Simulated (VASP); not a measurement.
# WS2 in VASP: single point with PBEsol

Aim: the single point of WS2 with PBEsol.

Everything below comes from runs of VASP 6.6.1. Logs are shortened: lines on timing, memory, paths and dates and some standing lists are left out, and cuts for length are marked.

### 1 The cell of the first run

The cell holds a sheet with vacuum, 3 atoms: a = 3.153 Å, b = 3.153 Å, c = 30.084 Å, α = 90.00°, β = 90.00°, γ = 120.00°.

### 2 Single point, PBEsol

File INCAR:

```
PREC = Accurate
ENCUT = 520
EDIFF = 1E-6
ISMEAR = 0
SIGMA = 0.02
LREAL = F
LASPH = T
NELM = 100
ALGO = Normal
ISIF = 2
LWAVE = F
LCHARG = F
LDIPOL = T
IDIPOL = 3
DIPOL = 0.5 0.5 0.351
GGA = PS
NBANDS = 20
```

File KPOINTS:

```
Automatic mesh
0
Gamma
  12 12 1
```

File POSCAR:

```
WS2
1.0
    3.1530000000      0.0000000000      0.0000000000
   -1.5765000000      2.7305780981      0.0000000000
    0.0000000000      0.0000000000     30.0839999998
S W
2 1
Direct
    0.6666666667      0.3333333333      0.2993896934
    0.6666666667      0.3333333333      0.4033758963
    0.3333333333      0.6666666667      0.3513827948
```

Potentials or basis: VASP PAW PBE potentials, release 64 (S, W_sv).

Started as:

```bash
cat potpaw_PBE.64/S/POTCAR potpaw_PBE.64/W_sv/POTCAR > POTCAR
mpirun -np 1 vasp_std > vasp.out
```

OUTCAR:

```text
PREC = Accurate
   ENCUT = 520
   EDIFF = 1E-6
   ISMEAR = 0
   LREAL = F
   LASPH = T
   NELM = 100
   ISIF = 2
   GGA = PS

 ion  position               nearest neighbor table
   1  0.667  0.333  0.299-   3 2.40   3 2.40   3 2.40
   2  0.667  0.333  0.403-   3 2.40   3 2.40   3 2.40
   3  0.333  0.667  0.351-   1 2.40   1 2.40   1 2.40   2 2.40   2 2.40   2 2.40

  LATTYP: Found a hexagonal cell.
 ALAT       =     3.1530000000
 C/A-ratio  =     9.5413891531

  Lattice vectors:

 A1 = (   3.1530000000,   0.0000000000,   0.0000000000)
 A2 = (  -1.5765000000,   2.7305780981,   0.0000000000)
 A3 = (   0.0000000000,   0.0000000000,  30.0839999998)

Analysis of symmetry for initial positions (statically):
=====================================================================
 Subroutine PRICEL returns:
 Original cell was already a primitive cell.

 Routine SETGRP: Setting up the symmetry group for a
 hexagonal supercell.

 Subroutine GETGRP returns: Found 12 space group operations
 (whereof  6 operations were pure point group operations)
 out of a pool of 24 trial point group operations.

The static configuration has the point symmetry C_3v.
 The point group associated with its full space group is D_3h.

Analysis of symmetry for dynamics (positions and initial velocities):
=====================================================================
 Subroutine PRICEL returns:
 Original cell was already a primitive cell.

 Routine SETGRP: Setting up the symmetry group for a
 hexagonal supercell.

 Subroutine GETGRP returns: Found 12 space group operations
 (whereof  6 operations were pure point group operations)
 out of a pool of 24 trial point group operations.

The dynamic configuration has the point symmetry C_3v.
 The point group associated with its full space group is D_3h.

 Subroutine INISYM returns: Found 12 space group operations
 (whereof  6 operations are pure point group operations),
 and found     1 'primitive' translations

----------------------------------------------------------------------------------------

                                     Primitive cell

  volume of cell :     259.0086

  direct lattice vectors                    reciprocal lattice vectors
     3.153000000  0.000000000  0.000000000     0.317158262  0.183111408  0.000000000
    -1.576500000  2.730578098  0.000000000     0.000000000  0.366222816  0.000000000
     0.000000000  0.000000000 30.084000000     0.000000000  0.000000000  0.033240261

  length of vectors
     3.153000000  3.153000000 30.084000000     0.366222816  0.366222816  0.033240261

  position of ions in fractional coordinates (direct lattice)
     0.666666667  0.333333333  0.299389693
     0.666666667  0.333333333  0.403375896
     0.333333333  0.666666667  0.351382795

  ion indices of the primitive-cell ions
   primitive index   ion index
                 1           1
                 2           2
                 3           3

----------------------------------------------------------------------------------------

 KPOINTS: Automatic mesh

Automatic generation of k-mesh.
 Grid dimensions read from file:
 generate k-points for:   12   12    1

 Generating k-lattice:

  Cartesian coordinates                     Fractional coordinates (reciprocal lattice)
     0.026429855  0.015259284  0.000000000     0.083333333  0.000000000  0.000000000
     0.000000000  0.030518568  0.000000000     0.000000000  0.083333333  0.000000000
     0.000000000  0.000000000  0.033240261     0.000000000  0.000000000  1.000000000

  Length of vectors
     0.030518568  0.030518568  0.033240261

  Shift w.r.t. Gamma in fractional coordinates (k-lattice)
     0.000000000  0.000000000  0.000000000

 Subroutine IBZKPT returns following result:
 ===========================================

 Found     19 irreducible k-points:

 Following reciprocal coordinates:
            Coordinates               Weight
  0.000000  0.000000  0.000000      1.000000
  0.083333  0.000000  0.000000      6.000000
  0.166667  0.000000  0.000000      6.000000
  0.250000  0.000000  0.000000      6.000000
  0.333333  0.000000  0.000000      6.000000
  0.416667  0.000000  0.000000      6.000000
[... 11 lines left out ...]
  0.333333  0.250000  0.000000     12.000000
  0.333333  0.333333  0.000000      2.000000
   k-points           NKPTS =     19   k-points in BZ     NKDIM =     19   number of bands    NBANDS=     20
   number of dos      NEDOS =    301   number of ions     NIONS =      3
   total plane-waves  NPLWV = 129024
   dimension x,y,z NGX =    24 NGY =   24 NGZ =  224
   dimension x,y,z NGXF=    48 NGYF=   48 NGZF=  448
   ions per type =               2   1
   NGX,Y,Z   is equivalent  to a cutoff of  12.65, 12.65, 12.38 a.u.
   NGXF,Y,Z  is equivalent  to a cutoff of  25.31, 25.31, 24.76 a.u.
 SYSTEM =  unknown system
   PREC   = accura    normal or accurate (medium, high low for compatibility)
   ISTART =      0    job   : 0-new  1-cont  2-samecut
   ICHARG =      2    charge: 1-file 2-atom 10-const
   ISPIN  =      1    spin polarized calculation?
   LNONCOLLINEAR =      F non collinear calculations
   LSORBIT =      F    spin-orbit coupling
   LASPH  =      T    aspherical Exc in radial PAW
   ENCUT  =  520.0 eV  38.22 Ry    6.18 a.u.   5.86  5.86 55.94*2*pi/ulx,y,z
   NELM   =    100;   NELMIN=  2; NELMDL= -5     # of ELM steps
   EDIFF  = 0.1E-05   stopping-criterion for ELM
   LREAL  =      F    real-space projection
   EDIFFG = 0.1E-04   stopping-criterion for IOM
   NSW    =      0    number of steps for IOM
   IBRION =     -1    ionic relax: 0-MD 1-quasi-New 2-CG
   NFREE  =      0    steps in history (QN), initial steepest desc. (CG)
   ISIF   =      2    stress and relaxation
   ISYM   =      2    0-nonsym 1-usesym 2-fastsym
   POTIM  = 0.5000    time-step for ionic-motion
   TEBEG  =    0.0;   TEEND  =   0.0 temperature during run
   PSTRESS=    0.0 pullay stress
   NELECT =      26.0000    total number of electrons
   NUPDOWN=      -1.0000    fix difference up-down
   EMIN   =  10.00;   EMAX   =-10.00  energy-range for DOS
   EFERMI =   0.00;   METHOD = LEGACY
   ISMEAR =     0;   SIGMA  =   0.02  broadening in eV -4-tet -1-fermi 0-gaus
   EFERMI_NEDOS =   21; number of points for ismear=-14 and -15
   IALGO  =     38    algorithm
   IMIX   =      4    mixing-type and parameters
     AMIX     =   0.40;   BMIX     =  1.00
     AMIX_MAG =   1.60;   BMIX_MAG =  1.00
  volume/ion in A,a.u.               =      86.34       582.63
  Fermi-wavevector in a.u.,A,eV,Ry     =   0.760842  1.437783  7.876151  0.578881
  Thomas-Fermi vector in A             =   1.859950
   LORBIT       =      0    0 simple, 1 ext, 2 COOP (PROOUT), +10 PAW based schemes
   GGA     = PS    functional components
   LHFCALC =     F    Hartree Fock is set to
   AEXX    =    0.0000 exact exchange contribution
   IVDW    =     0    specifies the selected vdW correction
   LEPSILON=     F    determine dielectric tensor
   LRPA    =     F    only Hartree local field effects (RPA)
 non-spin polarized calculation
 Gauss-broadening in eV      SIGMA  =   0.02
  energy-cutoff  :      520.00
  volume of cell :      259.01
 maximum number of plane-waves:      7010
 NGX is ok and might be reduce to    24
   NGX = 11   NGY = 11   NGZ =111

 dipolmoment           0.000000      0.000000     -0.000000 electrons x Angstroem

 number of electron      25.9999996 magnetization

 dipolmoment           0.000000      0.000000      0.000003 electrons x Angstroem

 Free energy of the ion-electron system (eV)
  ---------------------------------------------------
  ext. energy  EPLUGINS =         0.00000000
  ---------------------------------------------------
  free energy    TOTEN  =       -25.24774140 eV

  energy without entropy =      -25.24774140  energy(sigma->0) =      -25.24774140

 E-fermi :  -2.9803     XC(G=0):  -2.6136

 val. band max:       -3.1572084054   @ k =   0.3333   0.3333   0.0000
 cond. band min:      -1.2501673490   @ k =   0.3333   0.3333   0.0000
 fundamental gap:      1.9070410564
 Fermi energy:        -2.9802883055

 k-point     1 :       0.0000    0.0000    0.0000
  band No.  band energies     occupation
      1     -77.0693      2.00000
      2     -41.3419      2.00000
      3     -41.1560      2.00000
      4     -41.1560      2.00000
      5     -18.0254      2.00000
      6     -16.3285      2.00000
[... 12 lines left out ...]
     19       2.2643      0.00000
     20       2.4873      0.00000

 k-point     2 :       0.0833    0.0000    0.0000
  band No.  band energies     occupation
      1     -77.0680      2.00000
      2     -41.3373      2.00000
      3     -41.1816      2.00000
      4     -41.1619      2.00000
      5     -17.9052      2.00000
      6     -16.2847      2.00000
[... 12 lines left out ...]
     19       2.4047      0.00000
     20       2.7250      0.00000

 k-point     3 :       0.1667    0.0000    0.0000
  band No.  band energies     occupation
      1     -77.0644      2.00000
      2     -41.3247      2.00000
      3     -41.2508      2.00000
      4     -41.1780      2.00000
      5     -17.5628      2.00000
      6     -16.1599      2.00000
[... 12 lines left out ...]
     19       2.8136      0.00000
     20       3.1760      0.00000

 k-point     4 :       0.2500    0.0000    0.0000
  band No.  band energies     occupation
      1     -77.0596      2.00000
      2     -41.3441      2.00000
      3     -41.3074      2.00000
      4     -41.1999      2.00000
      5     -17.0529      2.00000
      6     -15.9763      2.00000
[... 314 lines left out ...]
 k-point    18 :       0.3333    0.2500    0.0000
  band No.  band energies     occupation
      1     -77.0482      2.00000
      2     -41.4626      2.00000
      3     -41.3513      2.00000
      4     -41.2663      2.00000
      5     -15.5382      2.00000
      6     -15.4116      2.00000
[... 12 lines left out ...]
     19       4.6633      0.00000
     20       6.0264      0.00000

 k-point    19 :       0.3333    0.3333    0.0000
  band No.  band energies     occupation
      1     -77.0475      2.00000
      2     -41.4333      2.00000
      3     -41.3962      2.00000
      4     -41.2639      2.00000
      5     -15.4383      2.00000
      6     -15.3662      2.00000
[... 12 lines left out ...]
     19       4.0164      0.00000
     20       6.2158      0.00000

------------------------ aborting loop because EDIFF is reached ----------------------------------------

 vacuum level on the upper side and lower side of the slab       (xc-potential included)        -0.007        -0.007

  FORCE on cell =-STRESS in cart. coord.  units (eV):
  Direction    XX          YY          ZZ          XY          YZ          ZX
  --------------------------------------------------------------------------------------
  -------------------------------------------------------------------------------------
  Total       -0.1899354     -0.1899354      0.0424029      0.0000000      0.0000000      0.0000000
  in kB       -1.1749037     -1.1749037      0.2622963      0.0000000      0.0000000      0.0000000
  external PRESSURE =      -0.6958370 kB  Pullay stress =       0.0000000 kB

 VOLUME and BASIS-vectors are now :
 -----------------------------------------------------------------------------
  energy-cutoff  :      520.00
  volume of cell :      259.01
      direct lattice vectors                 reciprocal lattice vectors
     3.153000000  0.000000000  0.000000000     0.317158262  0.183111408  0.000000000
    -1.576500000  2.730578098  0.000000000     0.000000000  0.366222816  0.000000000
     0.000000000  0.000000000 30.084000000     0.000000000  0.000000000  0.033240261

 POSITION                                       TOTAL-FORCE (eV/Angst)
 -----------------------------------------------------------------------------------
      1.57650      0.91019      9.00684        -0.000000      0.000000     -0.022292
      1.57650      0.91019     12.13516        -0.000000      0.000000      0.022292
     -0.00000      1.82039     10.57100         0.000000     -0.000000     -0.000000
 -----------------------------------------------------------------------------------
    total drift:                               -0.000000     -0.000000      0.000037

  FREE ENERGIE OF THE ION-ELECTRON SYSTEM (eV)
  ---------------------------------------------------
  free  energy   TOTEN  =       -25.2477413995 eV

  energy  without entropy=      -25.2477413995  energy(sigma->0) =      -25.24774140

 vacuum level on the upper side and lower side of the slab         2.553         2.553
```

Run time: 1.9 min. Hardware: 1 thread of Intel Xeon Platinum 8375C at 2.90GHz (Ice Lake), shared host; peak memory 0.38 GiB.

What came out:

```
Free energy            : -25.2477 eV
Largest force          : 0.022 eV/Å
Band gap on the k mesh : 1.91 eV, direct
```

Forces in eV/Å, atoms in the order of the input:
```
S    0.000  0.000 -0.022
S    0.000  0.000  0.022
W    0.000  0.000  0.000
```

Levels at points of the mesh, in eV from the valence-band top:
```tsv
k point	band 10	band 11	band 12	band 13	band 14	band 15	band 16	band 17
(0.00, 0.00, 0.00)	-2.16	-1.59	-1.59	-0.10	2.97	2.97	3.16	3.16
(0.50, 0.00, 0.00)	-3.44	-2.17	-1.21	-0.96	2.98	3.41	4.09	4.86
```

Caveat: the PAW data sets were made with another functional, which shifts forces and pressure a little; spin-orbit coupling is left out, which moves the levels of the heavy elements.
